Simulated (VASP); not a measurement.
# Zr12NO in VASP: single point with PBE+D3(BJ)

Aim: the single point of Zr12NO with PBE+D3(BJ).

Program: VASP 6.6.1. These are calculated values, not measurements. Logs are shortened: lines on timing, memory, paths and dates and some standing lists are left out, and cuts for length are marked.

## (1) The cell of the first run

The cell holds a slab with vacuum, 14 atoms: a = 6.460 Å, b = 6.460 Å, c = 17.145 Å, α = 90.00°, β = 90.00°, γ = 60.00°.

## (2) Single point, PBE+D3(BJ)

The input, INCAR:

```
SYSTEM = Zr12NO
  ALGO = Normal
  EDIFF = 1E-7
  ENCUT = 520
  GGA = PE
  ISIF = 2
  ISMEAR = 0
  IVDW = 12
  LASPH = .True.
  LCHARG = .True.
  LELF = .True.
  LREAL = .False.
  LVHAR = .True.
  LWAVE = .False.
  NBANDS = 90
  NELM = 100
  PREC = Accurate
  SIGMA = 0.1
```

The input, KPOINTS:

```
k-points
0
Gamma
  4 4 1
  0 0 0
```

The input, POSCAR:

```
Zr12NO
1.0
    6.4600000000      0.0000000000      0.0000000000
    3.2300000000      5.5945240000      0.0000000000
    0.0000000000      0.0000000000     17.1453900000
Zr N O
12 1 1
Direct
    0.0000000000      0.0000000000      0.0583247000
    0.5000000000      0.0000000000      0.0583247000
    0.0000000000      0.5000000000      0.0583247000
    0.5000000000      0.5000000000      0.0583247000
   -0.1723958289      0.3300993683      0.2019357844
    0.3422443173      0.3301535334      0.2019269940
   -0.1573894007      0.8147274696      0.1994380800
    0.3271379189      0.8456989023      0.1968616370
   -0.0036347467     -0.0135060713      0.3464989009
    0.5172416761     -0.0135986835      0.3464955393
    0.0181840954      0.4636381416      0.3506987450
    0.4867484527      0.5262489573      0.3530512997
    0.3242078851      0.8516089930      0.4167928787
    0.1915310205      1.1169941975      0.4207885334
```

Potentials or basis: VASP PAW PBE potentials, release 64 (Zr_sv, N, O).

Command:

```
$ cat potpaw_PBE.64/Zr_sv/POTCAR potpaw_PBE.64/N/POTCAR potpaw_PBE.64/O/POTCAR > POTCAR
$ mpirun -np 1 vasp_std > vasp.out
```

OUTCAR:

```text
SYSTEM = Zr12NO
   EDIFF = 1E-7
   ENCUT = 520
   GGA = PE
   ISIF = 2
   ISMEAR = 0
   IVDW = 12
   LASPH = .True.
   LREAL = .False.
   NELM = 100
   PREC = Accurate
 IVDW          = 12

 ion  position               nearest neighbor table
   1  0.000  0.000  0.058-   8 3.00   5 3.08   7 3.09   3 3.23   3 3.23   4 3.23   4 3.23   2 3.23
                             2 3.23
   2  0.500  0.000  0.058-   8 3.00   6 3.08   7 3.09   4 3.23   3 3.23   4 3.23   3 3.23   1 3.23
                             1 3.23
   3  0.000  0.500  0.058-   7 2.99   6 3.12   5 3.12   1 3.23   1 3.23   2 3.23   2 3.23   4 3.23
                             4 3.23
   4  0.500  0.500  0.058-   8 3.06   6 3.07   5 3.07   2 3.23   1 3.23   2 3.23   1 3.23   3 3.23
                             3 3.23
   5  0.828  0.330  0.202-   4 3.07   1 3.08   3 3.12  11 3.13   6 3.14   9 3.14   8 3.18   7 3.18
                            12 3.22   7 3.28   8 3.28   6 3.32
   6  0.342  0.330  0.202-   4 3.07   2 3.08   3 3.12  11 3.13   5 3.14  10 3.14   7 3.18   8 3.18
                            12 3.22   7 3.28   8 3.28   5 3.32
   7  0.843  0.815  0.199-   3 2.99   2 3.09   1 3.09  10 3.11   9 3.11   6 3.18   5 3.18   8 3.23
                             8 3.24  11 3.25   5 3.28   6 3.28
   8  0.327  0.846  0.197-   1 3.00   2 3.00   4 3.06   9 3.17  10 3.17   5 3.18   6 3.18  12 3.22
                             7 3.23   7 3.24   6 3.28   5 3.28
   9  0.996  0.986  0.346-  13 2.20  14 2.23  12 3.08  10 3.10   7 3.11   5 3.14  11 3.16   8 3.17
                            11 3.31  10 3.36  12 3.40
  10  0.517  0.986  0.346-  13 2.20  14 2.23  12 3.08   9 3.10   7 3.11   6 3.14  11 3.16   8 3.17
                            11 3.31   9 3.36  12 3.40
  11  0.018  0.464  0.351-  14 2.28   6 3.13   5 3.13   9 3.16  10 3.16  12 3.25  12 3.25   7 3.25
                            10 3.31   9 3.31
  12  0.487  0.526  0.353-  13 2.12   9 3.08  10 3.08   8 3.22   6 3.22   5 3.22  11 3.25  11 3.25
                            10 3.40   9 3.40
  13  0.324  0.852  0.417-  14 1.49  12 2.12   9 2.20  10 2.20
  14  0.192  0.117  0.421-  13 1.49   9 2.23  10 2.23  11 2.28

  LATTYP: Found a hexagonal cell.
 ALAT       =     6.4599999061
 C/A-ratio  =     2.6540851779

  Lattice vectors:

 A1 = (  -3.2300000000,  -5.5945240000,   0.0000000000)
 A2 = (   6.4600000000,   0.0000000000,   0.0000000000)
 A3 = (   0.0000000000,   0.0000000000,  17.1453900000)

Analysis of symmetry for initial positions (statically):
=====================================================================
 Subroutine PRICEL returns:
 Original cell was already a primitive cell.

 Routine SETGRP: Setting up the symmetry group for a
 hexagonal supercell.

 Subroutine GETGRP returns: Found  1 space group operations
 (whereof  1 operations were pure point group operations)
 out of a pool of 24 trial point group operations.

The static configuration has the point symmetry C_1 .

Analysis of symmetry for dynamics (positions and initial velocities):
=====================================================================
 Subroutine PRICEL returns:
 Original cell was already a primitive cell.

 Routine SETGRP: Setting up the symmetry group for a
 hexagonal supercell.

 Subroutine GETGRP returns: Found  1 space group operations
 (whereof  1 operations were pure point group operations)
 out of a pool of 24 trial point group operations.

The dynamic configuration has the point symmetry C_1 .

 Subroutine INISYM returns: Found  1 space group operations
 (whereof  1 operations are pure point group operations),
 and found     1 'primitive' translations

----------------------------------------------------------------------------------------

                                     Primitive cell

  volume of cell :     619.6451

  direct lattice vectors                    reciprocal lattice vectors
     6.460000000  0.000000000  0.000000000     0.154798762 -0.089373108  0.000000000
     3.230000000  5.594524000  0.000000000     0.000000000  0.178746217  0.000000000
     0.000000000  0.000000000 17.145390000     0.000000000  0.000000000  0.058324716

  length of vectors
     6.460000000  6.459999906 17.145390000     0.178746214  0.178746217  0.058324716

  position of ions in fractional coordinates (direct lattice)
     0.000000000  0.000000000  0.058324700
     0.500000000  0.000000000  0.058324700
     0.000000000  0.500000000  0.058324700
     0.500000000  0.500000000  0.058324700
     0.827604171  0.330099368  0.201935784
     0.342244317  0.330153533  0.201926994
     0.842610599  0.814727470  0.199438080
     0.327137919  0.845698902  0.196861637
     0.996365253  0.986493929  0.346498901
     0.517241676  0.986401317  0.346495539
     0.018184095  0.463638142  0.350698745
     0.486748453  0.526248957  0.353051300
     0.324207885  0.851608993  0.416792879
     0.191531021  0.116994197  0.420788533

  ion indices of the primitive-cell ions
   primitive index   ion index
                 1           1
                 2           2
                 3           3
                 4           4
                 5           5
                 6           6
                 7           7
                 8           8
                 9           9
                10          10
                11          11
                12          12
                13          13
                14          14

----------------------------------------------------------------------------------------

 KPOINTS: k-points

Automatic generation of k-mesh.
 Grid dimensions read from file:
 generate k-points for:    4    4    1

 Generating k-lattice:

  Cartesian coordinates                     Fractional coordinates (reciprocal lattice)
     0.038699690 -0.022343277  0.000000000     0.250000000  0.000000000  0.000000000
     0.000000000  0.044686554  0.000000000     0.000000000  0.250000000  0.000000000
     0.000000000  0.000000000  0.058324716     0.000000000  0.000000000  1.000000000

  Length of vectors
     0.044686554  0.044686554  0.058324716

  Shift w.r.t. Gamma in fractional coordinates (k-lattice)
     0.000000000  0.000000000  0.000000000

 Subroutine IBZKPT returns following result:
 ===========================================

 Found     10 irreducible k-points:

 Following reciprocal coordinates:
            Coordinates               Weight
  0.000000  0.000000  0.000000      1.000000
  0.250000  0.000000  0.000000      2.000000
  0.250000  0.250000  0.000000      2.000000
  0.000000  0.250000  0.000000      2.000000
  0.500000  0.000000  0.000000      1.000000
  0.500000  0.500000  0.000000      1.000000
  0.000000  0.500000  0.000000      1.000000
  0.500000  0.250000  0.000000      2.000000
  0.250000  0.500000  0.000000      2.000000
 -0.250000  0.250000  0.000000      2.000000
   k-points           NKPTS =     10   k-points in BZ     NKDIM =     10   number of bands    NBANDS=     90
   number of dos      NEDOS =    301   number of ions     NIONS =     14
   total plane-waves  NPLWV = 294912
   dimension x,y,z NGX =    48 NGY =   48 NGZ =  128
   dimension x,y,z NGXF=    96 NGYF=   96 NGZF=  256
   ions per type =              12   1   1
   NGX,Y,Z   is equivalent  to a cutoff of  12.35, 12.35, 12.41 a.u.
   NGXF,Y,Z  is equivalent  to a cutoff of  24.71, 24.71, 24.82 a.u.
 SYSTEM =  Zr12NO
   PREC   = accura    normal or accurate (medium, high low for compatibility)
   ISTART =      0    job   : 0-new  1-cont  2-samecut
   ICHARG =      2    charge: 1-file 2-atom 10-const
   ISPIN  =      1    spin polarized calculation?
   LNONCOLLINEAR =      F non collinear calculations
   LSORBIT =      F    spin-orbit coupling
   LASPH  =      T    aspherical Exc in radial PAW
   ENCUT  =  520.0 eV  38.22 Ry    6.18 a.u.  12.01 12.01 31.88*2*pi/ulx,y,z
   NELM   =    100;   NELMIN=  2; NELMDL= -5     # of ELM steps
   EDIFF  = 0.1E-06   stopping-criterion for ELM
   LREAL  =      F    real-space projection
   EDIFFG = 0.1E-05   stopping-criterion for IOM
   NSW    =      0    number of steps for IOM
   IBRION =     -1    ionic relax: 0-MD 1-quasi-New 2-CG
   NFREE  =      0    steps in history (QN), initial steepest desc. (CG)
   ISIF   =      2    stress and relaxation
   ISYM   =      2    0-nonsym 1-usesym 2-fastsym
   POTIM  = 0.5000    time-step for ionic-motion
   TEBEG  =    0.0;   TEEND  =   0.0 temperature during run
   PSTRESS=    0.0 pullay stress
   NELECT =     155.0000    total number of electrons
   NUPDOWN=      -1.0000    fix difference up-down
   EMIN   =  10.00;   EMAX   =-10.00  energy-range for DOS
   EFERMI =   0.00;   METHOD = LEGACY
   ISMEAR =     0;   SIGMA  =   0.10  broadening in eV -4-tet -1-fermi 0-gaus
   EFERMI_NEDOS =   21; number of points for ismear=-14 and -15
   IALGO  =     38    algorithm
   IMIX   =      4    mixing-type and parameters
     AMIX     =   0.40;   BMIX     =  1.00
     AMIX_MAG =   1.60;   BMIX_MAG =  1.00
  volume/ion in A,a.u.               =      44.26       298.68
  Fermi-wavevector in a.u.,A,eV,Ry     =   1.031504  1.949261 14.476615  1.064001
  Thomas-Fermi vector in A             =   2.165656
   LORBIT       =      0    0 simple, 1 ext, 2 COOP (PROOUT), +10 PAW based schemes
   GGA     = PE    functional components
   LHFCALC =     F    Hartree Fock is set to
   AEXX    =    0.0000 exact exchange contribution
   IVDW    =    12    specifies the selected vdW correction
   LEPSILON=     F    determine dielectric tensor
   LRPA    =     F    only Hartree local field effects (RPA)
 non-spin polarized calculation
 Gauss-broadening in eV      SIGMA  =   0.10
  energy-cutoff  :      520.00
  volume of cell :      619.65
 maximum number of plane-waves:     16700
   NGX = 25   NGY = 25   NGZ = 63

 number of electron     155.0000001 magnetization

 Free energy of the ion-electron system (eV)
  ---------------------------------------------------
  ext. energy  EPLUGINS =         0.00000000
  ---------------------------------------------------
  free energy    TOTEN  =      -112.59028269 eV

  energy without entropy =     -112.51196268  energy(sigma->0) =     -112.55112268

 E-fermi :   2.0987     XC(G=0):  -6.2194

 val. band max:        2.0946822128   @ k =   0.0000   0.5000   0.0000
 cond. band min:       2.1278151982   @ k =   0.0000   0.0000   0.0000
 fundamental gap:      0.0331329854
 Fermi energy:         2.0987331142

 k-point     1 :       0.0000    0.0000    0.0000
  band No.  band energies     occupation
      1     -46.9719      2.00000
      2     -46.9186      2.00000
      3     -46.8443      2.00000
      4     -46.7728      2.00000
      5     -46.7634      2.00000
      6     -46.7470      2.00000
[... 81 lines left out ...]
     88       3.2925      0.00000
     89       3.4132      0.00000

 k-point     2 :       0.2500    0.0000    0.0000
  band No.  band energies     occupation
      1     -46.9630      2.00000
      2     -46.9250      2.00000
      3     -46.8316      2.00000
      4     -46.7708      2.00000
      5     -46.7696      2.00000
      6     -46.7512      2.00000
[... 725 lines left out ...]
     88       3.0575      0.00000
     89       3.1178      0.00000

 k-point    10 :      -0.2500    0.2500    0.0000
  band No.  band energies     occupation
      1     -46.9551      2.00000
      2     -46.9281      2.00000
      3     -46.8109      2.00000
      4     -46.7798      2.00000
      5     -46.7755      2.00000
      6     -46.7693      2.00000
[... 81 lines left out ...]
     88       3.0575      0.00000
     89       3.1173      0.00000
 [bands above 89 left out]

------------------------ aborting loop because EDIFF is reached ----------------------------------------

 Edisp (eV)   -4.63236

 E8    (eV) :    -2.4222

  FORCE on cell =-STRESS in cart. coord.  units (eV):
  Direction    XX          YY          ZZ          XY          YZ          ZX
  --------------------------------------------------------------------------------------
  -------------------------------------------------------------------------------------
  Total      -3.76668    -9.69980    -0.21068     0.00006     0.01162    -0.00062
  in kB      -9.73928   -25.08015    -0.54474     0.00014     0.03004    -0.00159
  external pressure =      -11.79 kB  Pullay stress =        0.00 kB

 VOLUME and BASIS-vectors are now :
 -----------------------------------------------------------------------------
  energy-cutoff  :      520.00
  volume of cell :      619.65
      direct lattice vectors                 reciprocal lattice vectors
     6.460000000  0.000000000  0.000000000     0.154798762 -0.089373108  0.000000000
     3.230000000  5.594524000  0.000000000     0.000000000  0.178746217  0.000000000
     0.000000000  0.000000000 17.145390000     0.000000000  0.000000000  0.058324716

 POSITION                                       TOTAL-FORCE (eV/Angst)
 -----------------------------------------------------------------------------------
      0.00000      0.00000      1.00000        -0.194409      0.138187     -0.076611
      3.23000      0.00000      1.00000         0.194118      0.138494     -0.076548
      1.61500      2.79726      1.00000        -0.000598     -0.303328      0.118695
      4.84500      2.79726      1.00000         0.000603      0.026351      0.021951
      6.41254      1.84675      3.46227        -0.001065      0.001504     -0.000569
      3.27729      1.84705      3.46212         0.000051     -0.001695     -0.000339
      8.07483      4.55801      3.41944         0.001295      0.003612      0.002310
      4.84492      4.73128      3.37527         0.000606     -0.002576     -0.000720
      9.62289      5.51896      5.94086        -0.037578     -0.000619     -0.016927
      6.52746      5.51845      5.94080         0.032930      0.002684     -0.016552
      1.61502      2.59383      6.01287         0.000274      0.006119      0.001234
      4.84418      2.94411      6.05320         0.003903     -0.011283      0.004503
      4.84508      4.76435      7.14608         0.000034     -0.155357      0.020678
      1.61518      0.65453      7.21458        -0.000163      0.157907      0.018895
 -----------------------------------------------------------------------------------
    total drift:                                0.000007      0.000008     -0.001096

  FREE ENERGIE OF THE ION-ELECTRON SYSTEM (eV)
  ---------------------------------------------------
  free  energy   TOTEN  =      -117.2226430390 eV

  energy  without entropy=     -117.1443230260  energy(sigma->0) =     -117.18348303
```

It took 20 min on 1 thread of Intel Xeon Platinum 8488C (Sapphire Rapids), shared host; peak memory 0.84 GiB.

What came out:

```yaml
Free_energy: -117.2226 eV
Largest_force: 0.326 eV/Å
Band_gap_on_the_k_mesh: zero (an odd number of electrons rules out a gap without spin polarisation)
Dispersion_energy_per_atom: -0.331 eV
```

Forces in eV/Å, atoms in the order of the input:
```
Zr  -0.194  0.138 -0.077
Zr   0.194  0.138 -0.077
Zr  -0.001 -0.303  0.119
Zr   0.001  0.026  0.022
Zr  -0.001  0.002 -0.001
Zr   0.000 -0.002  0.000
Zr   0.001  0.004  0.002
Zr   0.001 -0.003 -0.001
Zr  -0.038 -0.001 -0.017
Zr   0.033  0.003 -0.017
Zr   0.000  0.006  0.001
Zr   0.004 -0.011  0.005
N    0.000 -0.155  0.021
O    0.000  0.158  0.019
```

Caveat: an odd number of electrons without spin polarisation forces a metal; a magnetic or distorted state may lie lower.
